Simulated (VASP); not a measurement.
A run of VASP 6.6.1 is set up as follows.

Contents of INCAR:

```
  ALGO = Normal
  EDIFF = 1E-7
  ENCUT = 520
  GGA = CA
  ISIF = 2
  ISMEAR = -1
  LASPH = T
  LCHARG = F
  LREAL = F
  LWAVE = F
  NBANDS = 83
  NELM = 80
  PREC = Accurate
  SIGMA = 0.15
```

Contents of KPOINTS:

```
k-points
0
Gamma
  3 3 1
```

The input POSCAR:

```
Sc12Pd
1.0
    6.6200000000      0.0000000000      0.0000000000
    3.3100000000      5.7330880000      0.0000000000
    0.0000000000      0.0000000000     18.2761400000
Sc Pd
12 1
Direct
    0.0000000000      0.0000000000      0.0547160943
    0.5000000000      0.0000000000      0.0547160943
    0.0000000000      0.5000000000      0.0547160943
    0.5000000000      0.5000000000      0.0547160943
   -0.1601050753      0.3199992744      0.1846957290
    0.3343167015      0.3311454490      0.1821825615
   -0.1708790651      0.8367412117      0.1870103862
    0.3339415146      0.8367384209      0.1870179918
    0.0212614272     -0.0428681716      0.3277977188
    0.4914958736      0.0166179204      0.3242731233
    0.0038404557      0.4912024724      0.3134042528
    0.5045816960      0.4911979373      0.3134178771
    0.2237507237      0.5520326916      0.4112703229
```

Potentials or basis: VASP PAW LDA potentials, release 64 (Sc_sv, Pd).

Run with:

```console
$ cat potpaw_LDA.64/Sc_sv/POTCAR potpaw_LDA.64/Pd/POTCAR > POTCAR
$ mpirun -np 1 vasp_std > vasp.out
```

(1) Estimate the largest force.

(2) Estimate the band gap on the k mesh.

## Answers

(1) 0.141 eV/Å.

(2) zero (bands 71 and 72 overlap by 0.09 eV).

Caveat: the k points lie up to 0.37 Å⁻¹ apart.
